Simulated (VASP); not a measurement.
# Zn (P6_3/mmc) in VASP: a series of runs

The runs below take Zn through single point, relaxation of cell and atoms, with LDA.

Program: VASP 6.6.1. These are calculated values, not measurements. Logs are shortened: lines on timing, memory, paths and dates and some standing lists are left out, and cuts for length are marked.

### 1 The cell of the first run

Symmetry: P6_3/mmc, No. 194, hexagonal system. Conventional cell: a = 2.599 Å, b = 2.599 Å, c = 4.583 Å, α = 90.00°, β = 90.00°, γ = 120.00°. Zn (site symmetry -6m2) has 12 Zn at 2.60 to 2.74 Å within 3.4 Å.

### 2 Single point, LDA

The input, INCAR:

```
SYSTEM = Zn
ALGO = Normal
EDIFF = 1E-6
ENCUT = 520
ISIF = 2
ISMEAR = 0
LASPH = .True.
LCHARG = .False.
LREAL = .False.
LWAVE = .False.
NBANDS = 19
NELM = 80
PREC = Accurate
SIGMA = 0.05
```

The input, KPOINTS:

```
k-points
0
Gamma
  17 17 8
  0 0 0
```

The input, POSCAR:

```
Zn
1.0
    2.5994078667      0.0000000000      0.0000000000
   -1.2997039334      2.2511532474      0.0000000000
    0.0000000000      0.0000000000      4.5826626431
Zn
2
Direct
    0.3333333333      0.6666666667      0.2500000000
    0.6666666667      0.3333333333      0.7500000000
```

Potentials or basis: VASP PAW LDA potentials, release 64 (Zn).

Launch:

```
$ cat potpaw_LDA.64/Zn/POTCAR > POTCAR
$ mpirun -np 1 vasp_std > vasp.out
```

OUTCAR:

```text
SYSTEM = Zn
   EDIFF = 1E-6
   ENCUT = 520
   ISIF = 2
   ISMEAR = 0
   LASPH = .True.
   LREAL = .False.
   NELM = 80
   PREC = Accurate

 ion  position               nearest neighbor table
   1  0.333  0.667  0.250-   2 2.74   2 2.74   2 2.74   2 2.74   2 2.74   2 2.74
   2  0.667  0.333  0.750-   1 2.74   1 2.74   1 2.74   1 2.74   1 2.74   1 2.74

  LATTYP: Found a hexagonal cell.
 ALAT       =     2.5994078667
 C/A-ratio  =     1.7629640588

  Lattice vectors:

 A1 = (   2.5994078667,   0.0000000000,   0.0000000000)
 A2 = (  -1.2997039334,   2.2511532474,   0.0000000000)
 A3 = (   0.0000000000,   0.0000000000,   4.5826626431)

Analysis of symmetry for initial positions (statically):
=====================================================================
 Subroutine PRICEL returns:
 Original cell was already a primitive cell.

 Routine SETGRP: Setting up the symmetry group for a
 hexagonal supercell.

 Subroutine GETGRP returns: Found 24 space group operations
 (whereof 12 operations were pure point group operations)
 out of a pool of 24 trial point group operations.

The static configuration has the point symmetry D_3d.
 The point group associated with its full space group is D_6h.

Analysis of symmetry for dynamics (positions and initial velocities):
=====================================================================
 Subroutine PRICEL returns:
 Original cell was already a primitive cell.

 Routine SETGRP: Setting up the symmetry group for a
 hexagonal supercell.

 Subroutine GETGRP returns: Found 24 space group operations
 (whereof 12 operations were pure point group operations)
 out of a pool of 24 trial point group operations.

The dynamic configuration has the point symmetry D_3d.
 The point group associated with its full space group is D_6h.

 Subroutine INISYM returns: Found 24 space group operations
 (whereof 12 operations are pure point group operations),
 and found     1 'primitive' translations

----------------------------------------------------------------------------------------

                                     Primitive cell

  volume of cell :      26.8162

  direct lattice vectors                    reciprocal lattice vectors
     2.599407867  0.000000000  0.000000000     0.384702998  0.222108380  0.000000000
    -1.299703933  2.251153247  0.000000000     0.000000000  0.444216759  0.000000000
     0.000000000  0.000000000  4.582662643     0.000000000  0.000000000  0.218213750

  length of vectors
     2.599407867  2.599407867  4.582662643     0.444216759  0.444216759  0.218213750

  position of ions in fractional coordinates (direct lattice)
     0.333333333  0.666666667  0.250000000
     0.666666667  0.333333333  0.750000000

  ion indices of the primitive-cell ions
   primitive index   ion index
                 1           1
                 2           2

----------------------------------------------------------------------------------------

 KPOINTS: k-points

Automatic generation of k-mesh.
 Grid dimensions read from file:
 generate k-points for:   17   17    8

 Generating k-lattice:

  Cartesian coordinates                     Fractional coordinates (reciprocal lattice)
     0.022629588  0.013065199  0.000000000     0.058823529  0.000000000  0.000000000
     0.000000000  0.026130398  0.000000000     0.000000000  0.058823529  0.000000000
     0.000000000  0.000000000  0.027276719     0.000000000  0.000000000  0.125000000

  Length of vectors
     0.026130398  0.026130398  0.027276719

  Shift w.r.t. Gamma in fractional coordinates (k-lattice)
     0.000000000  0.000000000  0.000000000

 Subroutine IBZKPT returns following result:
 ===========================================

 Found    165 irreducible k-points:

 Following reciprocal coordinates:
            Coordinates               Weight
  0.000000  0.000000  0.000000      1.000000
  0.058824  0.000000  0.000000      6.000000
  0.117647 -0.000000  0.000000      6.000000
  0.176471  0.000000  0.000000      6.000000
  0.235294 -0.000000  0.000000      6.000000
  0.294118  0.000000  0.000000      6.000000
[... 16 lines left out ...]
  0.411765  0.117647  0.000000     12.000000
  0.176471  0.176471  0.000000      6.000000
 [... further k-points ...]
   k-points           NKPTS =    165   k-points in BZ     NKDIM =    165   number of bands    NBANDS=     19
   number of dos      NEDOS =    301   number of ions     NIONS =      2
   total plane-waves  NPLWV =  14400
   dimension x,y,z NGX =    20 NGY =   20 NGZ =   36
   dimension x,y,z NGXF=    40 NGYF=   40 NGZF=   72
   ions per type =               2
   NGX,Y,Z   is equivalent  to a cutoff of  12.79, 12.79, 13.06 a.u.
   NGXF,Y,Z  is equivalent  to a cutoff of  25.58, 25.58, 26.12 a.u.
 SYSTEM =  Zn
   PREC   = accura    normal or accurate (medium, high low for compatibility)
   ISTART =      0    job   : 0-new  1-cont  2-samecut
   ICHARG =      2    charge: 1-file 2-atom 10-const
   ISPIN  =      1    spin polarized calculation?
   LNONCOLLINEAR =      F non collinear calculations
   LSORBIT =      F    spin-orbit coupling
   LASPH  =      T    aspherical Exc in radial PAW
   ENCUT  =  520.0 eV  38.22 Ry    6.18 a.u.   4.83  4.83  8.52*2*pi/ulx,y,z
   NELM   =     80;   NELMIN=  2; NELMDL= -5     # of ELM steps
   EDIFF  = 0.1E-05   stopping-criterion for ELM
   LREAL  =      F    real-space projection
   EDIFFG = 0.1E-04   stopping-criterion for IOM
   NSW    =      0    number of steps for IOM
   IBRION =     -1    ionic relax: 0-MD 1-quasi-New 2-CG
   NFREE  =      0    steps in history (QN), initial steepest desc. (CG)
   ISIF   =      2    stress and relaxation
   ISYM   =      2    0-nonsym 1-usesym 2-fastsym
   POTIM  = 0.5000    time-step for ionic-motion
   TEBEG  =    0.0;   TEEND  =   0.0 temperature during run
   PSTRESS=    0.0 pullay stress
   NELECT =      24.0000    total number of electrons
   NUPDOWN=      -1.0000    fix difference up-down
   EMIN   =  10.00;   EMAX   =-10.00  energy-range for DOS
   EFERMI =   0.00;   METHOD = LEGACY
   ISMEAR =     0;   SIGMA  =   0.05  broadening in eV -4-tet -1-fermi 0-gaus
   EFERMI_NEDOS =   21; number of points for ismear=-14 and -15
   IALGO  =     38    algorithm
   IMIX   =      4    mixing-type and parameters
     AMIX     =   0.40;   BMIX     =  1.00
     AMIX_MAG =   1.60;   BMIX_MAG =  1.00
  volume/ion in A,a.u.               =      13.41        90.48
  Fermi-wavevector in a.u.,A,eV,Ry     =   1.577658  2.981341 33.864954  2.489004
  Thomas-Fermi vector in A             =   2.678307
   LORBIT       =      0    0 simple, 1 ext, 2 COOP (PROOUT), +10 PAW based schemes
   GGA     = CA    functional components
   LHFCALC =     F    Hartree Fock is set to
   AEXX    =    0.0000 exact exchange contribution
   IVDW    =     0    specifies the selected vdW correction
   LEPSILON=     F    determine dielectric tensor
   LRPA    =     F    only Hartree local field effects (RPA)
 non-spin polarized calculation
 Gauss-broadening in eV      SIGMA  =   0.05
  energy-cutoff  :      520.00
  volume of cell :       26.82
 maximum number of plane-waves:       735
 NGX is ok and might be reduce to    20
   NGX =  9   NGY =  9   NGZ = 17

 number of electron      24.0000005 magnetization

 Free energy of the ion-electron system (eV)
  ---------------------------------------------------
  ext. energy  EPLUGINS =         0.00000000
  ---------------------------------------------------
  free energy    TOTEN  =        -3.74999780 eV

  energy without entropy =       -3.74930187  energy(sigma->0) =       -3.74964983

 E-fermi :   3.8756     XC(G=0): -12.5812

 val. band max:        3.8713858097   @ k =   0.3529   0.2941   0.3750
 cond. band min:       3.8867343686   @ k =   0.2353   0.2353   0.1250
 fundamental gap:      0.0153485588
 Fermi energy:         3.8756238897

 k-point     1 :       0.0000    0.0000    0.0000
  band No.  band energies     occupation
      1      -7.5981      2.00000
      2      -5.3396      2.00000
      3      -4.4467      2.00000
      4      -4.2448      2.00000
      5      -4.2448      2.00000
      6      -4.1633      2.00000
[... 11 lines left out ...]
     18      23.5595      0.00000
     19      23.5595      0.00000

 k-point     2 :       0.0588    0.0000    0.0000
  band No.  band energies     occupation
      1      -7.4905      2.00000
      2      -5.2922      2.00000
      3      -4.4405      2.00000
      4      -4.2513      2.00000
      5      -4.2168      2.00000
      6      -4.1756      2.00000
[... 11 lines left out ...]
     18      24.3753      0.00000
     19      24.6353      0.00000

 k-point     3 :       0.1176   -0.0000    0.0000
  band No.  band energies     occupation
      1      -7.1723      2.00000
      2      -5.1640      2.00000
      3      -4.4377      2.00000
      4      -4.2597      2.00000
      5      -4.1941      2.00000
      6      -4.1357      2.00000
[... 11 lines left out ...]
     18      23.2335      0.00000
     19      24.1603      0.00000

 k-point     4 :       0.1765    0.0000    0.0000
  band No.  band energies     occupation
      1      -6.6622      2.00000
      2      -5.0042      2.00000
      3      -4.4487      2.00000
      4      -4.2910      2.00000
      5      -4.1601      2.00000
      6      -4.1340      2.00000
[... 11 lines left out ...]
     18      20.8805      0.00000
     19      22.2013      0.00000

 k-point     5 :       0.2353   -0.0000    0.0000
  band No.  band energies     occupation
      1      -6.0176      2.00000
      2      -4.9106      2.00000
      3      -4.4004      2.00000
      4      -4.3858      2.00000
      5      -4.3180      2.00000
      6      -4.0011      2.00000
[... 11 lines left out ...]
     18      19.9731      0.00000
     19      22.7061      0.00000

 k-point     6 :       0.2941    0.0000    0.0000
  band No.  band energies     occupation
      1      -5.4204      2.00000
      2      -4.9312      2.00000
      3      -4.5844      2.00000
      4      -4.2897      2.00000
      5      -4.2195      2.00000
      6      -4.0581      2.00000
[... 11 lines left out ...]
     18      19.4513      0.00000
     19      22.2730      0.00000

 k-point     7 :       0.3529    0.0000    0.0000
  band No.  band energies     occupation
      1      -5.1426      2.00000
      2      -4.9910      2.00000
      3      -4.7375      2.00000
      4      -4.2015      2.00000
      5      -4.1303      2.00000
      6      -4.1019      2.00000
[... 11 lines left out ...]
     18      19.0710      0.00000
     19      21.4433      0.00000

 k-point     8 :       0.4118    0.0000    0.0000
  band No.  band energies     occupation
      1      -5.1113      2.00000
      2      -5.0235      2.00000
      3      -4.8399      2.00000
      4      -4.1836      2.00000
      5      -4.1359      2.00000
      6      -4.1241      2.00000
[... 256 lines left out ...]
 k-point    20 :       0.2353    0.1176    0.0000
  band No.  band energies     occupation
      1      -5.1797      2.00000
      2      -4.8164      2.00000
      3      -4.5966      2.00000
      4      -4.4110      2.00000
      5      -4.2653      2.00000
      6      -4.1887      2.00000
[... 11 lines left out ...]
     18      19.1343      0.00000
     19      19.8278      0.00000

 k-point    21 :       0.2941    0.1176    0.0000
  band No.  band energies     occupation
      1      -4.9541      2.00000
      2      -4.8818      2.00000
      3      -4.7272      2.00000
      4      -4.2251      2.00000
      5      -4.1904      2.00000
      6      -4.1696      2.00000
[... 11 lines left out ...]
     18      18.4596      0.00000
     19      19.2390      0.00000

 k-point    22 :       0.3529    0.1176    0.0000
  band No.  band energies     occupation
      1      -4.9791      2.00000
      2      -4.8916      2.00000
      3      -4.8147      2.00000
      4      -4.2377      2.00000
      5      -4.1265      2.00000
      6      -4.1120      2.00000
[... 11 lines left out ...]
     18      17.9938      0.00000
     19      18.8477      0.00000

 k-point    23 :       0.4118    0.1176    0.0000
  band No.  band energies     occupation
      1      -5.0139      2.00000
      2      -4.8998      2.00000
      3      -4.8584      2.00000
      4      -4.2256      2.00000
      5      -4.1835      2.00000
      6      -4.0714      2.00000
[... 11 lines left out ...]
     18      17.7559      0.00000
     19      18.6521      0.00000

 k-point    24 :       0.1765    0.1765    0.0000
  band No.  band energies     occupation
      1      -5.1710      2.00000
      2      -4.6861      2.00000
      3      -4.5988      2.00000
      4      -4.5645      2.00000
      5      -4.2704      2.00000
      6      -4.2107      2.00000
[... 11 lines left out ...]
     18      17.5251      0.00000
     19      18.5870      0.00000

 [... further k-points ...]

------------------------ aborting loop because EDIFF is reached ----------------------------------------

  FORCE on cell =-STRESS in cart. coord.  units (eV):
  Direction    XX          YY          ZZ          XY          YZ          ZX
  --------------------------------------------------------------------------------------
  -------------------------------------------------------------------------------------
  Total        0.1408727      0.1408727      0.0941916     -0.0000000      0.0000000      0.0000000
  in kB        8.4166679      8.4166679      5.6276296     -0.0000000      0.0000000      0.0000000
  external PRESSURE =       7.4869885 kB  Pullay stress =       0.0000000 kB

 VOLUME and BASIS-vectors are now :
 -----------------------------------------------------------------------------
  energy-cutoff  :      520.00
  volume of cell :       26.82
      direct lattice vectors                 reciprocal lattice vectors
     2.599407867  0.000000000  0.000000000     0.384702998  0.222108380  0.000000000
    -1.299703933  2.251153247  0.000000000     0.000000000  0.444216759  0.000000000
     0.000000000  0.000000000  4.582662643     0.000000000  0.000000000  0.218213750

 POSITION                                       TOTAL-FORCE (eV/Angst)
 -----------------------------------------------------------------------------------
     -0.00000      1.50077      1.14567         0.000000      0.000000      0.000000
      1.29970      0.75038      3.43700        -0.000000      0.000000      0.000000
 -----------------------------------------------------------------------------------
    total drift:                               -0.000000      0.000000      0.000000

  FREE ENERGIE OF THE ION-ELECTRON SYSTEM (eV)
  ---------------------------------------------------
  free  energy   TOTEN  =        -3.7499978038 eV

  energy  without entropy=       -3.7493018655  energy(sigma->0) =       -3.74964983
```

It took 30 s on 1 thread of AMD EPYC 9R45 (Zen 5), shared host; peak memory 0.15 GiB.

Results:

| Property | Result |
| --- | --- |
| Free energy | -3.7500 eV |
| Pressure | 0.7 GPa |
| Band gap on the k mesh | zero (bands 12 and 13 overlap by 3.66 eV) |

Levels at points of the mesh, in eV from the Fermi level:
```
           k point  band 10  band 11  band 12  band 13  band 14  band 15
(0.00, 0.00, 0.00)    -7.39    -7.39    -4.01    -2.35    16.66    17.84
(0.00, 0.00, 0.50)    -7.52    -7.52    -7.52     6.08     6.08    19.40
```

[end of part 1 of 2]
